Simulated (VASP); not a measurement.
# Si2W (C2) in VASP: single point with PBE

Aim: the single point of Si2W with PBE.

Everything below comes from runs of VASP 6.6.1. Logs are shortened: lines on timing, memory, paths and dates and some standing lists are left out, and cuts for length are marked.

### 1 The cell of the first run

It takes space group C2 (No. 5, monoclinic). The conventional cell has a = 8.234 Å, b = 3.275 Å, c = 2.958 Å, α = 90.00°, β = 107.07°, γ = 90.00°. Si (site symmetry 1) has 5 W at 2.45 to 2.72 Å and 9 Si at 2.50 to 3.28 Å within 3.3 Å. W (site symmetry 2) has 10 Si at 2.45 to 2.72 Å and 4 W at 2.96 to 3.28 Å within 3.3 Å.

### 2 Single point, PBE (strained and its atoms moved)

Input file INCAR:

```
SYSTEM = Si2W
PREC = Accurate
ENCUT = 520
EDIFF = 1E-6
ISMEAR = 0
SIGMA = 0.1
LREAL = .FALSE.
LASPH = .TRUE.
NELM = 80
ALGO = Normal
ISIF = 2
LWAVE = .FALSE.
LCHARG = .FALSE.
GGA = PE
NBANDS = 18
```

Input file KPOINTS:

```
Automatic mesh
0
G
  16 16 16
  0 0 0
```

Input file POSCAR:

```
Si2W
1.0
   -1.6073884000      1.6375739600      3.9957602800
    1.3482940000     -1.6375739600      3.8901497200
    1.6073884000      1.6375739600     -3.9957602800
Si W
2 1
Direct
    0.3176778274      0.3339773258     -0.0082018443
    0.6578208299      0.6660226742     -0.0162994984
    0.0245013427      0.0000000000      0.0245013427
```

Potentials or basis: VASP PAW PBE potentials, release 64 (Si, W_sv).

The run is started by

```console
> cat potpaw_PBE.64/Si/POTCAR potpaw_PBE.64/W_sv/POTCAR > POTCAR
> mpirun -np 1 vasp_std > vasp.out
```

OUTCAR:

```text
SYSTEM = Si2W
   PREC = Accurate
   ENCUT = 520
   EDIFF = 1E-6
   ISMEAR = 0
   LREAL = .FALSE.
   LASPH = .TRUE.
   NELM = 80
   ISIF = 2
   GGA = PE

 ion  position               nearest neighbor table
   1  0.318  0.334  0.992-   3 2.45   2 2.50   2 2.50   3 2.57   2 2.58   2 2.58   3 2.60   3 2.61
                             2 2.69   3 2.72
   2  0.658  0.666  0.984-   3 2.45   1 2.50   1 2.50   3 2.57   1 2.58   1 2.58   3 2.60   3 2.61
                             1 2.69   3 2.72
   3  0.025  0.000  0.025-   2 2.45   1 2.45   2 2.57   1 2.57   2 2.60   1 2.60   1 2.61   2 2.61
                             2 2.72   1 2.72

  LATTYP: Found a base centered monoclinic cell.
 ALAT       =     8.2343576688
 B/A-ratio  =     0.3977417610
 C/A-ratio  =     0.3591741726
 COS(beta)  =    -0.2935316792

  Lattice vectors:

 A1 = (  -1.3482940000,  -1.6375739600,  -3.8901497200)
 A2 = (  -1.3482940000,   1.6375739600,  -3.8901497200)
 A3 = (   2.9556824000,  -0.0000000000,  -0.1056105600)

Analysis of symmetry for initial positions (statically):
=====================================================================
 Subroutine PRICEL returns:
 Original cell was already a primitive cell.

 Routine SETGRP: Setting up the symmetry group for a
 base centered monoclinic supercell.

 Subroutine GETGRP returns: Found  2 space group operations
 (whereof  2 operations were pure point group operations)
 out of a pool of  4 trial point group operations.

The static configuration has the point symmetry C_2 .

Analysis of symmetry for dynamics (positions and initial velocities):
=====================================================================
 Subroutine PRICEL returns:
 Original cell was already a primitive cell.

 Routine SETGRP: Setting up the symmetry group for a
 base centered monoclinic supercell.

 Subroutine GETGRP returns: Found  2 space group operations
 (whereof  2 operations were pure point group operations)
 out of a pool of  4 trial point group operations.

The dynamic configuration has the point symmetry C_2 .

 Subroutine INISYM returns: Found  2 space group operations
 (whereof  2 operations are pure point group operations),
 and found     1 'primitive' translations

----------------------------------------------------------------------------------------

                                     Primitive cell

  volume of cell :      38.1242

  direct lattice vectors                    reciprocal lattice vectors
    -1.607388400  1.637573960  3.995760280     0.004536364  0.305329721  0.126957491
     1.348294000 -1.637573960  3.890149720     0.343265365  0.000000000  0.138086554
     1.607388400  1.637573960 -3.995760280     0.338729001  0.305329721  0.011129063

  length of vectors
     4.607759342  4.430892690  4.607759342     0.330703827  0.369998658  0.456166012

  position of ions in fractional coordinates (direct lattice)
     0.317677827  0.333977326  0.991798156
     0.657820830  0.666022674  0.983700502
     0.024501343  0.000000000  0.024501343

  ion indices of the primitive-cell ions
   primitive index   ion index
                 1           1
                 2           2
                 3           3

----------------------------------------------------------------------------------------

 KPOINTS: Automatic mesh

Automatic generation of k-mesh.
 Grid dimensions read from file:
 generate k-points for:   16   16   16

 Generating k-lattice:

  Cartesian coordinates                     Fractional coordinates (reciprocal lattice)
     0.000283523  0.019083108  0.007934843     0.062500000  0.000000000  0.000000000
     0.021454085  0.000000000  0.008630410    -0.000000000  0.062500000  0.000000000
     0.021170563  0.019083108  0.000695566     0.000000000  0.000000000  0.062500000

  Length of vectors
     0.020668989  0.023124916  0.028510376

  Shift w.r.t. Gamma in fractional coordinates (k-lattice)
     0.000000000  0.000000000  0.000000000

 Subroutine IBZKPT returns following result:
 ===========================================

 Found   1098 irreducible k-points:

 Following reciprocal coordinates:
            Coordinates               Weight
  0.000000  0.000000  0.000000      1.000000
  0.062500  0.000000  0.000000      4.000000
  0.125000  0.000000  0.000000      4.000000
  0.187500 -0.000000  0.000000      4.000000
  0.250000  0.000000  0.000000      4.000000
  0.312500  0.000000  0.000000      4.000000
[... 16 lines left out ...]
 -0.187500  0.062500 -0.000000      4.000000
 -0.125000  0.062500 -0.000000      4.000000
 [... further k-points ...]
   k-points           NKPTS =   1098   k-points in BZ     NKDIM =   1098   number of bands    NBANDS=     18
   number of dos      NEDOS =    301   number of ions     NIONS =      3
   total plane-waves  NPLWV =  46656
   dimension x,y,z NGX =    36 NGY =   36 NGZ =   36
   dimension x,y,z NGXF=    72 NGYF=   72 NGZF=   72
   ions per type =               2   1
   NGX,Y,Z   is equivalent  to a cutoff of  12.99, 13.51, 12.99 a.u.
   NGXF,Y,Z  is equivalent  to a cutoff of  25.98, 27.01, 25.98 a.u.
 SYSTEM =  Si2W
   PREC   = accura    normal or accurate (medium, high low for compatibility)
   ISTART =      0    job   : 0-new  1-cont  2-samecut
   ICHARG =      2    charge: 1-file 2-atom 10-const
   ISPIN  =      1    spin polarized calculation?
   LNONCOLLINEAR =      F non collinear calculations
   LSORBIT =      F    spin-orbit coupling
   LASPH  =      T    aspherical Exc in radial PAW
   ENCUT  =  520.0 eV  38.22 Ry    6.18 a.u.   8.57  8.24  8.57*2*pi/ulx,y,z
   NELM   =     80;   NELMIN=  2; NELMDL= -5     # of ELM steps
   EDIFF  = 0.1E-05   stopping-criterion for ELM
   LREAL  =      F    real-space projection
   EDIFFG = 0.1E-04   stopping-criterion for IOM
   NSW    =      0    number of steps for IOM
   IBRION =     -1    ionic relax: 0-MD 1-quasi-New 2-CG
   NFREE  =      0    steps in history (QN), initial steepest desc. (CG)
   ISIF   =      2    stress and relaxation
   ISYM   =      2    0-nonsym 1-usesym 2-fastsym
   POTIM  = 0.5000    time-step for ionic-motion
   TEBEG  =    0.0;   TEEND  =   0.0 temperature during run
   PSTRESS=    0.0 pullay stress
   NELECT =      22.0000    total number of electrons
   NUPDOWN=      -1.0000    fix difference up-down
   EMIN   =  10.00;   EMAX   =-10.00  energy-range for DOS
   EFERMI =   0.00;   METHOD = LEGACY
   ISMEAR =     0;   SIGMA  =   0.10  broadening in eV -4-tet -1-fermi 0-gaus
   EFERMI_NEDOS =   21; number of points for ismear=-14 and -15
   IALGO  =     38    algorithm
   IMIX   =      4    mixing-type and parameters
     AMIX     =   0.40;   BMIX     =  1.00
     AMIX_MAG =   1.60;   BMIX_MAG =  1.00
  volume/ion in A,a.u.               =      12.71        85.76
  Fermi-wavevector in a.u.,A,eV,Ry     =   1.362957  2.575616 25.274901  1.857653
  Thomas-Fermi vector in A             =   2.489402
   LORBIT       =      0    0 simple, 1 ext, 2 COOP (PROOUT), +10 PAW based schemes
   GGA     = PE    functional components
   LHFCALC =     F    Hartree Fock is set to
   AEXX    =    0.0000 exact exchange contribution
   IVDW    =     0    specifies the selected vdW correction
   LEPSILON=     F    determine dielectric tensor
   LRPA    =     F    only Hartree local field effects (RPA)
 non-spin polarized calculation
 Gauss-broadening in eV      SIGMA  =   0.10
  energy-cutoff  :      520.00
  volume of cell :       38.12
 maximum number of plane-waves:      1043
   NGX = 17   NGY = 17   NGZ = 17

 number of electron      22.0000000 magnetization

 Free energy of the ion-electron system (eV)
  ---------------------------------------------------
  ext. energy  EPLUGINS =         0.00000000
  ---------------------------------------------------
  free energy    TOTEN  =       -24.15723831 eV

  energy without entropy =      -24.15387595  energy(sigma->0) =      -24.15555713

 E-fermi :  12.9661     XC(G=0): -12.8140

 val. band max:       12.9640818987   @ k =   0.5000   0.5000   0.5000
 cond. band min:      12.9698688029   @ k =   0.3750   0.1250   0.2500
 fundamental gap:      0.0057869041
 Fermi energy:        12.9660510884

 k-point     1 :       0.0000    0.0000    0.0000
  band No.  band energies     occupation
      1     -60.8711      2.00000
      2     -25.2481      2.00000
      3     -25.2319      2.00000
      4     -24.9387      2.00000
      5      -1.8156      2.00000
      6       5.6435      2.00000
[... 10 lines left out ...]
     17      18.2695      0.00000
     18      19.1068      0.00000

 k-point     2 :       0.0625    0.0000    0.0000
  band No.  band energies     occupation
      1     -60.8709      2.00000
      2     -25.2476      2.00000
      3     -25.2394      2.00000
      4     -24.9381      2.00000
      5      -1.7427      2.00000
      6       5.6511      2.00000
[... 10 lines left out ...]
     17      18.5841      0.00000
     18      19.2055      0.00000

 k-point     3 :       0.1250    0.0000    0.0000
  band No.  band energies     occupation
      1     -60.8702      2.00000
      2     -25.2606      2.00000
      3     -25.2461      2.00000
      4     -24.9365      2.00000
      5      -1.5261      2.00000
      6       5.6421      2.00000
[... 10 lines left out ...]
     17      19.0750      0.00000
     18      19.6676      0.00000

 k-point     4 :       0.1875   -0.0000    0.0000
  band No.  band energies     occupation
      1     -60.8693      2.00000
      2     -25.2922      2.00000
      3     -25.2440      2.00000
      4     -24.9340      2.00000
      5      -1.1724      2.00000
      6       5.4935      2.00000
[... 375 lines left out ...]
      4     -24.9496      2.00000
      5      -0.7043      2.00000
      6       5.3161      2.00000
[... 10 lines left out ...]
     17      20.1086      0.00000
     18      21.4579      0.00000

 k-point    23 :      -0.1875    0.0625   -0.0000
  band No.  band energies     occupation
      1     -60.8684      2.00000
      2     -25.2900      2.00000
      3     -25.2411      2.00000
      4     -24.9527      2.00000
      5      -1.1613      2.00000
      6       5.8534      2.00000
[... 10 lines left out ...]
     17      19.7656      0.00000
     18      20.3220      0.00000

 k-point    24 :      -0.1250    0.0625   -0.0000
  band No.  band energies     occupation
      1     -60.8694      2.00000
      2     -25.2585      2.00000
      3     -25.2435      2.00000
      4     -24.9553      2.00000
      5      -1.4894      2.00000
      6       5.9048      2.00000
[... 10 lines left out ...]
     17      19.2578      0.00000
     18      19.6016      0.00000

 [... further k-points ...]
[... 5 lines left out ...]
  --------------------------------------------------------------------------------------
  -------------------------------------------------------------------------------------
  Total       10.0234182      2.2185432      2.6698502     -0.0000000     -0.0000000      3.6857088
  in kB      421.2365746     93.2348143    112.2011003     -0.0000000     -0.0000000    154.8928049
  external PRESSURE =     208.8908298 kB  Pullay stress =       0.0000000 kB

 VOLUME and BASIS-vectors are now :
 -----------------------------------------------------------------------------
  energy-cutoff  :      520.00
  volume of cell :       38.12
      direct lattice vectors                 reciprocal lattice vectors
    -1.607388400  1.637573960  3.995760280     0.004536364  0.305329721  0.126957491
     1.348294000 -1.637573960  3.890149720     0.343265365  0.000000000  0.138086554
     1.607388400  1.637573960 -3.995760280     0.338729001  0.305329721  0.011129063

 POSITION                                       TOTAL-FORCE (eV/Angst)
 -----------------------------------------------------------------------------------
      1.53387      1.59745     -1.39440        -0.261923      0.856698      0.289822
      1.42181      1.59745      1.28879         0.261923      0.856698     -0.289822
      0.00000      0.08025      0.00000        -0.000000     -1.713396     -0.000000
 -----------------------------------------------------------------------------------
    total drift:                               -0.000000      0.000258     -0.000000

  FREE ENERGIE OF THE ION-ELECTRON SYSTEM (eV)
  ---------------------------------------------------
  free  energy   TOTEN  =       -24.1572383136 eV

  energy  without entropy=      -24.1538759531  energy(sigma->0) =      -24.15555713
```

Wall time 12 min (1 thread of Intel Xeon Platinum 8488C (Sapphire Rapids), shared host); peak memory 0.78 GiB.

Results:

| Property | Result |
| --- | --- |
| Free energy | -24.1572 eV |
| Pressure | 20.9 GPa |
| Largest force | 1.713 eV/Å |
| Band gap on the k mesh | zero (bands 11 and 12 overlap by 1.56 eV) |

Forces in eV/Å, atoms in the order of the input:
```
Si  -0.262  0.857  0.290
Si   0.262  0.857 -0.290
W    0.000 -1.713  0.000
```

Levels at points of the mesh, in eV from the Fermi level:
| k point | band 9 | band 10 | band 11 | band 12 | band 13 | band 14 |
| --- | --- | --- | --- | --- | --- | --- |
| (0.00, 0.00, 0.00) | -3.86 | -1.79 | 0.98 | 1.37 | 2.74 | 3.80 |
| (0.50, 0.00, 0.00) | -3.35 | -1.74 | 0.04 | 1.96 | 3.55 | 4.00 |
| (0.00, 0.50, 0.00) | -3.44 | -2.77 | -0.95 | 2.15 | 3.25 | 4.11 |
| (0.50, 0.50, 0.00) | -5.41 | -3.77 | -1.52 | 2.13 | 2.56 | 3.08 |
| (0.50, 0.00, 0.50) | -3.47 | -3.37 | -1.18 | 1.80 | 3.02 | 4.08 |
| (0.50, 0.50, 0.50) | -1.91 | -1.45 | 0.00 | 0.52 | 1.28 | 3.81 |

Caveat: the cell differs from its parent crystal (strained and its atoms moved); the stress differs along the axes, from 9 to 42 GPa; spin-orbit coupling is left out, which moves the levels of the heavy elements; forces of over 1 eV/Å act on the atoms, so gaps and moduli don't describe the material at rest.
